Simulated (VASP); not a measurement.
# BP (I-4m2) in VASP: further runs

The runs below take BP through single point, with r2SCAN.

Everything below comes from runs of VASP 6.6.1. Logs are shortened: lines on timing, memory, paths and dates and some standing lists are left out, and cuts for length are marked.

## 1. The cell of the first run

Symmetry: I-4m2, No. 119, tetragonal system. The conventional cell has a = 3.108 Å, b = 3.108 Å, c = 4.834 Å, α = 90.00°, β = 90.00°, γ = 90.00°. Within 2.6 Å of B (site symmetry -4m2) lie 4 P at 1.97 Å. Within 2.6 Å of P (site symmetry -4m2) lie 4 B at 1.97 Å.

## 2. Single point, r2SCAN

File POSCAR:

```
BP
1.0
    0.0000000000      2.1973365371      2.4170701908
    2.1973365371      0.0000000000      2.4170701908
    2.1973365371      2.1973365371      0.0000000000
B P
1 1
Direct
    0.0000000000      0.0000000000      0.0000000000
    0.7500000000      0.7500000000      0.7500000000
```

File INCAR.step1:

```
PREC = Accurate ; ENCUT = 520
ISMEAR = 0 ; SIGMA = 0.05
LREAL = F ; LASPH = T
NELM = 100 ; NBANDS = 11
GGA = PE ; ALGO = Normal
EDIFF = 1E-4 ; LWAVE = T
LCHARG = F
```

File INCAR.step2:

```
PREC = Accurate ; ENCUT = 520
EDIFF = 1E-7 ; ISMEAR = 0
SIGMA = 0.05 ; LREAL = F
LASPH = T ; NELM = 100
ALGO = Normal ; ISIF = 2
LWAVE = F ; LCHARG = F
METAGGA = R2SCAN ; LMIXTAU = T
NBANDS = 11 ; ISTART = 1
```

File KPOINTS:

```
Automatic mesh
0
Gamma
  12 12 12
```

Potentials or basis: VASP PAW PBE potentials, release 64 (B, P).

Launch:

```
$ cat potpaw_PBE.64/B/POTCAR potpaw_PBE.64/P/POTCAR > POTCAR
$ cp INCAR.step1 INCAR
$ mpirun -np 1 vasp_std > vasp.out
$ cp INCAR.step2 INCAR
$ mpirun -np 1 vasp_std > vasp.out
```

OUTCAR:

```text
PREC = Accurate
   ENCUT = 520
   EDIFF = 1E-7
   ISMEAR = 0
   LREAL = F
   LASPH = T
   NELM = 100
   ISIF = 2
   METAGGA = R2SCAN
   ISTART = 1

 ion  position               nearest neighbor table
   1  0.000  0.000  0.000-   2 1.97   2 1.97   2 1.97   2 1.97
   2  0.750  0.750  0.750-   1 1.97   1 1.97   1 1.97   1 1.97

  LATTYP: Found a body centered tetragonal cell.
 ALAT       =     3.1075031319
 C/A-ratio  =     1.5556349186

  Lattice vectors:

 A1 = (  -2.1973365371,   0.0000000000,   2.4170701908)
 A2 = (   2.1973365371,   0.0000000000,   2.4170701908)
 A3 = (   0.0000000000,   2.1973365371,  -2.4170701908)

Analysis of symmetry for initial positions (statically):
=====================================================================
 Subroutine PRICEL returns:
 Original cell was already a primitive cell.

 Routine SETGRP: Setting up the symmetry group for a
 body centered tetragonal supercell.

 Subroutine GETGRP returns: Found  8 space group operations
 (whereof  8 operations were pure point group operations)
 out of a pool of 16 trial point group operations.

The static configuration has the point symmetry D_2d.

Analysis of symmetry for dynamics (positions and initial velocities):
=====================================================================
 Subroutine PRICEL returns:
 Original cell was already a primitive cell.

 Routine SETGRP: Setting up the symmetry group for a
 body centered tetragonal supercell.

 Subroutine GETGRP returns: Found  8 space group operations
 (whereof  8 operations were pure point group operations)
 out of a pool of 16 trial point group operations.

The dynamic configuration has the point symmetry D_2d.

 Subroutine INISYM returns: Found  8 space group operations
 (whereof  8 operations are pure point group operations),
 and found     1 'primitive' translations

----------------------------------------------------------------------------------------

                                     Primitive cell

  volume of cell :      23.3406

  direct lattice vectors                    reciprocal lattice vectors
     0.000000000  2.197336537  2.417070191    -0.227548212  0.227548212  0.206862011
     2.197336537  0.000000000  2.417070191     0.227548212 -0.227548212  0.206862011
     2.197336537  2.197336537  0.000000000     0.227548212  0.227548212 -0.206862011

  length of vectors
     3.266575602  3.266575602  3.107503132     0.382554923  0.382554923  0.382554923

  position of ions in fractional coordinates (direct lattice)
     0.000000000  0.000000000  0.000000000
     0.750000000  0.750000000  0.750000000

  ion indices of the primitive-cell ions
   primitive index   ion index
                 1           1
                 2           2

----------------------------------------------------------------------------------------

 KPOINTS: Automatic mesh

Automatic generation of k-mesh.
 Grid dimensions read from file:
 generate k-points for:   12   12   12

 Generating k-lattice:

  Cartesian coordinates                     Fractional coordinates (reciprocal lattice)
    -0.018962351  0.018962351  0.017238501     0.083333333  0.000000000  0.000000000
     0.018962351 -0.018962351  0.017238501     0.000000000  0.083333333  0.000000000
     0.018962351  0.018962351 -0.017238501    -0.000000000 -0.000000000  0.083333333

  Length of vectors
     0.031879577  0.031879577  0.031879577

  Shift w.r.t. Gamma in fractional coordinates (k-lattice)
     0.000000000  0.000000000  0.000000000

 Subroutine IBZKPT returns following result:
 ===========================================

 Found    163 irreducible k-points:

 Following reciprocal coordinates:
            Coordinates               Weight
  0.000000  0.000000  0.000000      1.000000
  0.083333  0.000000  0.000000      8.000000
  0.166667  0.000000  0.000000      8.000000
  0.250000  0.000000  0.000000      8.000000
  0.333333  0.000000  0.000000      8.000000
  0.416667  0.000000  0.000000      8.000000
[... 16 lines left out ...]
  0.500000  0.166667  0.000000      8.000000
 -0.416667  0.166667  0.000000      8.000000
 [... further k-points ...]
   k-points           NKPTS =    163   k-points in BZ     NKDIM =    163   number of bands    NBANDS=     11
   number of dos      NEDOS =    301   number of ions     NIONS =      2
   total plane-waves  NPLWV =  13824
   dimension x,y,z NGX =    24 NGY =   24 NGZ =   24
   dimension x,y,z NGXF=    48 NGYF=   48 NGZF=   48
   ions per type =               1   1
   NGX,Y,Z   is equivalent  to a cutoff of  12.21, 12.21, 12.84 a.u.
   NGXF,Y,Z  is equivalent  to a cutoff of  24.43, 24.43, 25.68 a.u.
 SYSTEM =  unknown system
   PREC   = accura    normal or accurate (medium, high low for compatibility)
   ISTART =      1    job   : 0-new  1-cont  2-samecut
   ICHARG =      0    charge: 1-file 2-atom 10-const
   ISPIN  =      1    spin polarized calculation?
   LNONCOLLINEAR =      F non collinear calculations
   LSORBIT =      F    spin-orbit coupling
   LASPH  =      T    aspherical Exc in radial PAW
   ENCUT  =  520.0 eV  38.22 Ry    6.18 a.u.   6.07  6.07  5.78*2*pi/ulx,y,z
   NELM   =    100;   NELMIN=  2; NELMDL=  0     # of ELM steps
   EDIFF  = 0.1E-06   stopping-criterion for ELM
   LREAL  =      F    real-space projection
   EDIFFG = 0.1E-05   stopping-criterion for IOM
   NSW    =      0    number of steps for IOM
   IBRION =     -1    ionic relax: 0-MD 1-quasi-New 2-CG
   NFREE  =      0    steps in history (QN), initial steepest desc. (CG)
   ISIF   =      2    stress and relaxation
   ISYM   =      2    0-nonsym 1-usesym 2-fastsym
   POTIM  = 0.5000    time-step for ionic-motion
   TEBEG  =    0.0;   TEEND  =   0.0 temperature during run
   PSTRESS=    0.0 pullay stress
   NELECT =       8.0000    total number of electrons
   NUPDOWN=      -1.0000    fix difference up-down
   EMIN   =  10.00;   EMAX   =-10.00  energy-range for DOS
   EFERMI =   0.00;   METHOD = LEGACY
   ISMEAR =     0;   SIGMA  =   0.05  broadening in eV -4-tet -1-fermi 0-gaus
   EFERMI_NEDOS =   21; number of points for ismear=-14 and -15
   IALGO  =     38    algorithm
   IMIX   =      4    mixing-type and parameters
     AMIX     =   0.40;   BMIX     =  1.00
     AMIX_MAG =   1.60;   BMIX_MAG =  1.00
  volume/ion in A,a.u.               =      11.67        78.76
  Fermi-wavevector in a.u.,A,eV,Ry     =   1.145691  2.165041 17.859102  1.312607
  Thomas-Fermi vector in A             =   2.282378
   LORBIT       =      0    0 simple, 1 ext, 2 COOP (PROOUT), +10 PAW based schemes
   METAGGA = R2SCAN    functional components
   LHFCALC =     F    Hartree Fock is set to
   AEXX    =    0.0000 exact exchange contribution
   IVDW    =     0    specifies the selected vdW correction
   LEPSILON=     F    determine dielectric tensor
   LRPA    =     F    only Hartree local field effects (RPA)
 non-spin polarized calculation
 Gauss-broadening in eV      SIGMA  =   0.05
  energy-cutoff  :      520.00
  volume of cell :       23.34
 maximum number of plane-waves:       644
   NGX = 13   NGY = 13   NGZ = 11

 number of electron       8.0000000 magnetization

 Free energy of the ion-electron system (eV)
  ---------------------------------------------------
  ext. energy  EPLUGINS =         0.00000000
  ---------------------------------------------------
  free energy    TOTEN  =       -17.17331870 eV

  energy without entropy =      -17.17331870  energy(sigma->0) =      -17.17331870

 E-fermi :   7.9900     XC(G=0): -11.5131

 val. band max:        7.7929035136   @ k =   0.0000   0.0000   0.0000
 cond. band min:       8.4728225756   @ k =   0.4167   0.0000   0.4167
 fundamental gap:      0.6799190620
 Fermi energy:         7.9900106878

 k-point     1 :       0.0000    0.0000    0.0000
  band No.  band energies     occupation
      1      -8.8559      2.00000
      2       6.6807      2.00000
      3       7.7929      2.00000
      4       7.7929      2.00000
      5      10.9243      0.00000
      6      10.9243      0.00000
      7      11.4800      0.00000
      8      15.1914      0.00000
      9      18.6603      0.00000
     10      19.8870      0.00000
     11      21.4195      0.00000

 k-point     2 :       0.0833    0.0000    0.0000
  band No.  band energies     occupation
      1      -8.7235      2.00000
      2       6.1328      2.00000
      3       7.0844      2.00000
      4       7.5912      2.00000
      5      11.1298      0.00000
      6      11.2501      0.00000
      7      11.9281      0.00000
      8      15.5614      0.00000
      9      18.3384      0.00000
     10      20.2998      0.00000
     11      20.7406      0.00000

 k-point     3 :       0.1667    0.0000    0.0000
  band No.  band energies     occupation
      1      -8.3298      2.00000
      2       4.3985      2.00000
      3       6.3105      2.00000
      4       7.1790      2.00000
      5      11.2722      0.00000
      6      11.9667      0.00000
      7      12.5784      0.00000
      8      16.5019      0.00000
      9      18.1400      0.00000
     10      19.7581      0.00000
     11      21.2039      0.00000

 k-point     4 :       0.2500    0.0000    0.0000
  band No.  band energies     occupation
      1      -7.6873      2.00000
      2       2.3241      2.00000
      3       5.7118      2.00000
      4       6.7826      2.00000
      5      11.1285      0.00000
      6      12.6372      0.00000
      7      12.9590      0.00000
      8      17.5467      0.00000
      9      18.6995      0.00000
     10      19.3603      0.00000
     11      21.6792      0.00000

 k-point     5 :       0.3333    0.0000    0.0000
  band No.  band energies     occupation
      1      -6.8316      2.00000
      2       0.3475      2.00000
      3       5.2541      2.00000
      4       6.4871      2.00000
      5      10.8750      0.00000
      6      12.9545      0.00000
      7      13.0368      0.00000
      8      18.3168      0.00000
      9      19.8290      0.00000
     10      19.8972      0.00000
     11      22.2494      0.00000
[... 211 lines left out ...]
 k-point    21 :       0.3333    0.1667    0.0000
  band No.  band energies     occupation
      1      -7.1264      2.00000
      2       1.8060      2.00000
      3       4.2857      2.00000
      4       5.3464      2.00000
      5      11.2833      0.00000
      6      13.9778      0.00000
      7      14.7129      0.00000
      8      14.9899      0.00000
      9      20.0345      0.00000
     10      21.9662      0.00000
     11      23.0456      0.00000

 k-point    22 :       0.4167    0.1667    0.0000
  band No.  band energies     occupation
      1      -6.2515      2.00000
      2       0.1437      2.00000
      3       3.4833      2.00000
      4       5.2749      2.00000
      5      11.4614      0.00000
      6      13.7929      0.00000
      7      15.0286      0.00000
      8      16.2121      0.00000
      9      20.8129      0.00000
     10      22.6114      0.00000
     11      23.3440      0.00000

 k-point    23 :       0.5000    0.1667    0.0000
  band No.  band energies     occupation
      1      -5.3349      2.00000
      2      -1.2644      2.00000
      3       2.9326      2.00000
      4       5.4017      2.00000
      5      11.6554      0.00000
      6      13.6095      0.00000
      7      14.7186      0.00000
      8      18.0553      0.00000
      9      20.6353      0.00000
     10      22.6012      0.00000
     11      24.0446      0.00000

 k-point    24 :      -0.4167    0.1667    0.0000
  band No.  band energies     occupation
      1      -4.9828      2.00000
      2      -1.7124      2.00000
      3       2.6351      2.00000
      4       5.7084      2.00000
      5      11.9933      0.00000
      6      13.4885      0.00000
      7      14.3041      0.00000
      8      18.7687      0.00000
      9      20.7653      0.00000
     10      20.7937      0.00000
     11      24.0883      0.00000

 [... further k-points ...]
[... 5 lines left out ...]
  --------------------------------------------------------------------------------------
  -------------------------------------------------------------------------------------
  Total        1.4252516      1.4252516     -3.0906740      0.0000000      0.0000000      0.0000000
  in kB       97.8339798     97.8339798   -212.1540705      0.0000000      0.0000000      0.0000000
  external PRESSURE =      -5.4953703 kB  Pullay stress =       0.0000000 kB

 VOLUME and BASIS-vectors are now :
 -----------------------------------------------------------------------------
  energy-cutoff  :      520.00
  volume of cell :       23.34
      direct lattice vectors                 reciprocal lattice vectors
     0.000000000  2.197336537  2.417070191    -0.227548212  0.227548212  0.206862011
     2.197336537  0.000000000  2.417070191     0.227548212 -0.227548212  0.206862011
     2.197336537  2.197336537  0.000000000     0.227548212  0.227548212 -0.206862011

 POSITION                                       TOTAL-FORCE (eV/Angst)
 -----------------------------------------------------------------------------------
      0.00000      0.00000      0.00000        -0.000000     -0.000000     -0.000000
      3.29600      3.29600      3.62561         0.000000      0.000000      0.000000
 -----------------------------------------------------------------------------------
    total drift:                               -0.000000     -0.000000     -0.000000

  FREE ENERGIE OF THE ION-ELECTRON SYSTEM (eV)
  ---------------------------------------------------
  free  energy   TOTEN  =       -17.1733186999 eV

  energy  without entropy=      -17.1733186998  energy(sigma->0) =      -17.17331870
```

Run time: 3.2 min. Hardware: 1 thread of AMD EPYC 7R43 (Zen 3), shared host; peak memory 0.13 GiB.

What came out:

```
Free energy            : -17.1733 eV
Pressure               : -0.5 GPa
Band gap on the k mesh : 0.68 eV, indirect (least direct gap 3.13 eV)
```

Stress tensor (GPa, compression positive):
```
  9.78   0.00   0.00
  0.00   9.78   0.00
  0.00   0.00 -21.22
```

Caveat: the PAW data sets were made with another functional, which shifts forces and pressure a little.

## 3. Single point, r2SCAN

This run uses another cell than the first one, of the same volume but with other edges.

File POSCAR:

```
BP
1.0
    0.0000000000      2.6185227615      1.7020397949
    2.6185227615      0.0000000000      1.7020397949
    2.6185227615      2.6185227615      0.0000000000
B P
1 1
Direct
    0.0000000000      0.0000000000      0.0000000000
    0.7500000000      0.7500000000      0.7500000000
```

File INCAR.step1:

```
PREC = Accurate
ENCUT = 520
ISMEAR = 0
SIGMA = 0.05
LREAL = False
LASPH = True
NELM = 60
NBANDS = 11
GGA = PE
ALGO = Normal
EDIFF = 1E-4
LWAVE = True
LCHARG = False
```

File INCAR.step2:

```
PREC = Accurate
ENCUT = 520
EDIFF = 1E-6
ISMEAR = 0
SIGMA = 0.05
LREAL = False
LASPH = True
NELM = 60
ALGO = Normal
ISIF = 2
LWAVE = False
LCHARG = True
METAGGA = R2SCAN
LMIXTAU = True
LELF = True
LVHAR = True
NBANDS = 11
ISTART = 1
```

KPOINTS is that of step 2.

Potentials or basis: VASP PAW PBE potentials, release 64 (B, P).

Launch:

```
$ cat potpaw_PBE.64/B/POTCAR potpaw_PBE.64/P/POTCAR > POTCAR
$ cp INCAR.step1 INCAR
$ mpirun -np 1 vasp_std > vasp.out
$ cp INCAR.step2 INCAR
$ mpirun -np 1 vasp_std > vasp.out
```

OUTCAR:

```text
PREC = Accurate
   ENCUT = 520
   EDIFF = 1E-6
   ISMEAR = 0
   LREAL = False
   LASPH = True
   NELM = 60
   ISIF = 2
   METAGGA = R2SCAN
   ISTART = 1

 ion  position               nearest neighbor table
   1  0.000  0.000  0.000-   2 2.04   2 2.04   2 2.04   2 2.04
   2  0.750  0.750  0.750-   1 2.04   1 2.04   1 2.04   1 2.04

  LATTYP: Found a body centered tetragonal cell.
 ALAT       =     3.7031504027
 C/A-ratio  =     0.9192388155

  Lattice vectors:

[... 524 lines left out ...]

  FORCE on cell =-STRESS in cart. coord.  units (eV):
  Direction    XX          YY          ZZ          XY          YZ          ZX
  --------------------------------------------------------------------------------------
  -------------------------------------------------------------------------------------
  Total       -3.2783370     -3.2783370      3.5656601      0.0000000      0.0000000     -0.0000000
  in kB     -225.0358756   -225.0358756    244.7586854      0.0000000      0.0000000     -0.0000000
  external PRESSURE =     -68.4376886 kB  Pullay stress =       0.0000000 kB

 VOLUME and BASIS-vectors are now :
 -----------------------------------------------------------------------------
  energy-cutoff  :      520.00
  volume of cell :       23.34
      direct lattice vectors                 reciprocal lattice vectors
     0.000000000  2.618522761  1.702039795    -0.190947357  0.190947357  0.293765164
     2.618522761  0.000000000  1.702039795     0.190947357 -0.190947357  0.293765164
     2.618522761  2.618522761  0.000000000     0.190947357  0.190947357 -0.293765164

 POSITION                                       TOTAL-FORCE (eV/Angst)
 -----------------------------------------------------------------------------------
      0.00000      0.00000      0.00000         0.000000      0.000000      0.000000
      3.92778      3.92778      2.55306        -0.000000     -0.000000     -0.000000
 -----------------------------------------------------------------------------------
    total drift:                               -0.000000     -0.000000      0.000020

  FREE ENERGIE OF THE ION-ELECTRON SYSTEM (eV)
  ---------------------------------------------------
  free  energy   TOTEN  =       -15.8342058750 eV

  energy  without entropy=      -15.8338297311  energy(sigma->0) =      -15.83401780
```

OUTCAR.step1:

```text
PREC = Accurate
   ENCUT = 520
   ISMEAR = 0
   LREAL = False
   LASPH = True
[... 558 lines left out ...]
      0.00000      0.00000      0.00000         0.000000      0.000000      0.000000
      3.92778      3.92778      2.55306         0.000000      0.000000     -0.000000
 -----------------------------------------------------------------------------------
    total drift:                                0.000000      0.000000      0.000000

  FREE ENERGIE OF THE ION-ELECTRON SYSTEM (eV)
  ---------------------------------------------------
  free  energy   TOTEN  =       -11.6104777587 eV

  energy  without entropy=      -11.6102464625  energy(sigma->0) =      -11.61036211
```

It took 3.7 min on 1 thread of AMD EPYC 7R43 (Zen 3), shared host; peak memory 0.14 GiB.

Results:

| Item | Value |
| --- | --- |
| Free energy | -15.8342 eV |
| Pressure | -6.8 GPa |
| Band gap on the k mesh | zero (band 4 reaches 9.98 eV, above the bottom of band 5 at 5.54 eV) |

Caveat: the PAW data sets were made with another functional, which shifts forces and pressure a little.
